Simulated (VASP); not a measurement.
# Ir (P-1) in VASP: single point with PBE

Aim: the single point of Ir with PBE.

Everything below comes from runs of VASP 6.6.1. Logs are shortened: lines on timing, memory, paths and dates and some standing lists are left out, and cuts for length are marked.

## (1) The cell of the first run

The typed cell holds 2 atoms: a = 2.758 Å, b = 2.782 Å, c = 4.445 Å, α = 89.75°, β = 91.12°, γ = 120.00°.

## (2) Single point, PBE (atoms moved at random and the cell strained at random)

File INCAR:

```
PREC = Accurate
ENCUT = 500
EDIFF = 1E-6
ISMEAR = 0
SIGMA = 0.15
LREAL = False
LASPH = True
NELM = 120
ALGO = Normal
ISIF = 2
LWAVE = False
LCHARG = False
GGA = PE
NBANDS = 16
GGA_COMPAT = False
```

File KPOINTS:

```
Automatic mesh
0
Gamma
  12 12 8
```

File POSCAR:

```
Ir
1.0
    2.7576401357     -0.0070894571     -0.0268419873
   -1.3849597178      2.4128247988      0.0060639188
   -0.0434974853     -0.0137665154      4.4449879172
Ir
2
Direct
    0.6742345053      0.3311476347      0.7543184500
    0.3257654947      0.6688523653      0.2456815500
```

Potentials or basis: VASP PAW PBE potentials, release 64 (Ir).

On the command line:

```sh
$ cat potpaw_PBE.64/Ir/POTCAR > POTCAR
$ mpirun -np 1 vasp_std > vasp.out
```

OUTCAR:

```text
PREC = Accurate
   ENCUT = 500
   EDIFF = 1E-6
   ISMEAR = 0
   LREAL = False
   LASPH = True
   NELM = 120
   ISIF = 2
   GGA = PE

 ion  position               nearest neighbor table
   1  0.674  0.331  0.754-   2 2.66   2 2.71   2 2.75   2 2.76   2 2.77   2 2.78
   2  0.326  0.669  0.246-   1 2.66   1 2.71   1 2.75   1 2.76   1 2.77   1 2.78

  LATTYP: Found a triclinic cell.
 ALAT       =     2.7577798808
 B/A-ratio  =     1.0088052601
 C/A-ratio  =     1.6118842869
 COS(alpha) =     0.0043648915
 COS(beta)  =     0.0195094393
 COS(gamma) =     0.5000430655

  Lattice vectors:

 A1 = (   2.7576401357,  -0.0070894571,  -0.0268419873)
 A2 = (   1.3849597178,  -2.4128247988,  -0.0060639188)
 A3 = (   0.0434974853,   0.0137665154,  -4.4449879172)

Analysis of symmetry for initial positions (statically):
=====================================================================
 Subroutine PRICEL returns:
 Original cell was already a primitive cell.

 Routine SETGRP: Setting up the symmetry group for a
 triclinic supercell.

 Subroutine GETGRP returns: Found  2 space group operations
 (whereof  2 operations were pure point group operations)
 out of a pool of  2 trial point group operations.

The static configuration has the point symmetry S_2 .

Analysis of symmetry for dynamics (positions and initial velocities):
=====================================================================
 Subroutine PRICEL returns:
 Original cell was already a primitive cell.

 Routine SETGRP: Setting up the symmetry group for a
 triclinic supercell.

 Subroutine GETGRP returns: Found  2 space group operations
 (whereof  2 operations were pure point group operations)
 out of a pool of  2 trial point group operations.

The dynamic configuration has the point symmetry S_2 .

 Subroutine INISYM returns: Found  2 space group operations
 (whereof  2 operations are pure point group operations),
 and found     1 'primitive' translations

----------------------------------------------------------------------------------------

                                     Primitive cell

  volume of cell :      29.5289

  direct lattice vectors                    reciprocal lattice vectors
     2.757640136 -0.007089457 -0.026841987     0.363205719  0.208469269  0.004199883
[... 76 lines left out ...]
 SYSTEM =  unknown system
   PREC   = accura    normal or accurate (medium, high low for compatibility)
   ISTART =      0    job   : 0-new  1-cont  2-samecut
   ICHARG =      2    charge: 1-file 2-atom 10-const
   ISPIN  =      1    spin polarized calculation?
   LNONCOLLINEAR =      F non collinear calculations
   LSORBIT =      F    spin-orbit coupling
   LASPH  =      T    aspherical Exc in radial PAW
   ENCUT  =  500.0 eV  36.75 Ry    6.06 a.u.   5.03  5.07  8.10*2*pi/ulx,y,z
   NELM   =    120;   NELMIN=  2; NELMDL= -5     # of ELM steps
   EDIFF  = 0.1E-05   stopping-criterion for ELM
   LREAL  =      F    real-space projection
[... 7 lines left out ...]
   TEBEG  =    0.0;   TEEND  =   0.0 temperature during run
   PSTRESS=    0.0 pullay stress
   NELECT =      18.0000    total number of electrons
   NUPDOWN=      -1.0000    fix difference up-down
   EMIN   =  10.00;   EMAX   =-10.00  energy-range for DOS
   EFERMI =   0.00;   METHOD = LEGACY
   ISMEAR =     0;   SIGMA  =   0.15  broadening in eV -4-tet -1-fermi 0-gaus
   EFERMI_NEDOS =   21; number of points for ismear=-14 and -15
   IALGO  =     38    algorithm
   IMIX   =      4    mixing-type and parameters
     AMIX     =   0.40;   BMIX     =  1.00
     AMIX_MAG =   1.60;   BMIX_MAG =  1.00
  volume/ion in A,a.u.               =      14.76        99.64
  Fermi-wavevector in a.u.,A,eV,Ry     =   1.388087  2.623104 26.215503  1.926785
  Thomas-Fermi vector in A             =   2.512246
   LORBIT       =      0    0 simple, 1 ext, 2 COOP (PROOUT), +10 PAW based schemes
   GGA     = PE    functional components
   LHFCALC =     F    Hartree Fock is set to
   AEXX    =    0.0000 exact exchange contribution
   IVDW    =     0    specifies the selected vdW correction
   LEPSILON=     F    determine dielectric tensor
   LRPA    =     F    only Hartree local field effects (RPA)
 non-spin polarized calculation
 Gauss-broadening in eV      SIGMA  =   0.15
  energy-cutoff  :      500.00
  volume of cell :       29.53
 maximum number of plane-waves:       770
   NGX =  9   NGY = 11   NGZ = 17

 number of electron      18.0000000 magnetization

 Free energy of the ion-electron system (eV)
  ---------------------------------------------------
  ext. energy  EPLUGINS =         0.00000000
  ---------------------------------------------------
  free energy    TOTEN  =       -17.54565114 eV

  energy without entropy =      -17.51738808  energy(sigma->0) =      -17.53151961

 E-fermi :   9.8120     XC(G=0): -13.7324

 val. band max:        9.8118518084   @ k =   0.0833   0.3333   0.3750
 cond. band min:       9.8122837011   @ k =   0.1667  -0.0833   0.3750
 fundamental gap:      0.0004318927
 Fermi energy:         9.8120235360

 k-point     1 :       0.0000    0.0000    0.0000
  band No.  band energies     occupation
      1      -0.9852      2.00000
      2       2.0689      2.00000
      3       6.0866      2.00000
      4       6.1426      2.00000
      5       6.2760      2.00000
      6       6.7000      2.00000
[... 433 lines left out ...]
      3       3.5439      2.00000
      4       5.3444      2.00000
      5       5.6257      2.00000
      6       6.4070      2.00000
[... 8 lines left out ...]
     15      20.5829      0.00000
     16      23.7951      0.00000

 [... further k-points ...]

------------------------ aborting loop because EDIFF is reached ----------------------------------------

  FORCE on cell =-STRESS in cart. coord.  units (eV):
  Direction    XX          YY          ZZ          XY          YZ          ZX
  --------------------------------------------------------------------------------------
  -------------------------------------------------------------------------------------
  Total       -0.6032037     -1.2270490     -0.1131626      0.2803228      0.1402212      0.4184990
  in kB      -32.7286055    -66.5771839     -6.1399709     15.2097465      7.6081146     22.7069039
  external PRESSURE =     -35.1485868 kB  Pullay stress =       0.0000000 kB

 VOLUME and BASIS-vectors are now :
 -----------------------------------------------------------------------------
  energy-cutoff  :      500.00
  volume of cell :       29.53
      direct lattice vectors                 reciprocal lattice vectors
     2.757640136 -0.007089457 -0.026841987     0.363205719  0.208469269  0.004199883
    -1.384959718  2.412824799  0.006063919     0.001079691  0.415068458  0.001296069
    -0.043497485 -0.013766515  4.444987917     0.002191821  0.000692643  0.224996084

 POSITION                                       TOTAL-FORCE (eV/Angst)
 -----------------------------------------------------------------------------------
      1.36786      0.78384      3.33685        -0.288415      0.008881     -0.547399
     -0.03868      1.60813      1.08736         0.288415     -0.008881      0.547399
 -----------------------------------------------------------------------------------
    total drift:                                0.000000      0.000000     -0.000000

  FREE ENERGIE OF THE ION-ELECTRON SYSTEM (eV)
  ---------------------------------------------------
  free  energy   TOTEN  =       -17.5456511364 eV

  energy  without entropy=      -17.5173880769  energy(sigma->0) =      -17.53151961
```

stdout:

```text
POSCAR found type information on POSCAR Ir
 POSCAR found :  1 types and       2 ions
 scaLAPACK will be used
 LDA part: xc-table for (Slater+PW92), standard interpolation
 POSCAR, INCAR and KPOINTS ok, starting setup
 FFT: planning ... GRIDC
 FFT: planning ... GRID_SOFT
 FFT: planning ... GRID
 WAVECAR not read
 entering main loop
```

Wall time 4.3 min (1 thread of Intel Xeon 8259CL, shared host); peak memory 0.32 GiB.

What came out:

```
Free energy            : -17.5457 eV
Pressure               : -3.5 GPa
Largest force          : 0.619 eV/Å
Band gap on the k mesh : zero (bands 9 and 10 overlap by 3.18 eV)
```

Forces in eV/Å, atoms in the order of the input:
```
Ir  -0.288  0.009 -0.547
Ir   0.288 -0.009  0.547
```

Stress tensor (GPa, compression positive):
```
-3.27  1.52  2.27
 1.52 -6.66  0.76
 2.27  0.76 -0.61
```

Levels at points of the mesh, in eV from the Fermi level:
| k point | band 7 | band 8 | band 9 | band 10 | band 11 | band 12 |
| --- | --- | --- | --- | --- | --- | --- |
| (0.00, 0.00, 0.00) | -2.88 | -2.46 | -2.17 | -0.61 | 0.05 | 0.40 |
| (0.50, 0.00, 0.00) | -2.71 | 0.56 | 0.87 | 1.04 | 2.89 | 4.11 |
| (0.00, 0.50, 0.00) | -2.81 | 0.54 | 0.89 | 0.99 | 2.74 | 4.06 |
| (0.50, 0.50, 0.00) | -2.72 | 0.61 | 0.90 | 0.99 | 2.63 | 4.25 |
| (0.00, 0.00, 0.50) | -3.67 | -3.63 | -0.70 | -0.49 | -0.39 | -0.30 |
| (0.50, 0.00, 0.50) | -0.86 | -0.66 | 0.76 | 0.90 | 1.80 | 1.92 |
| (0.00, 0.50, 0.50) | -0.91 | -0.87 | 0.78 | 0.81 | 1.76 | 1.99 |
| (0.50, 0.50, 0.50) | -1.07 | -1.06 | 0.81 | 0.83 | 1.93 | 2.22 |

Caveat: the cell differs from its parent crystal (atoms moved at random and the cell strained at random); the stress differs along the axes, from -7 to -1 GPa; spin-orbit coupling is left out, which moves the levels of the heavy elements.
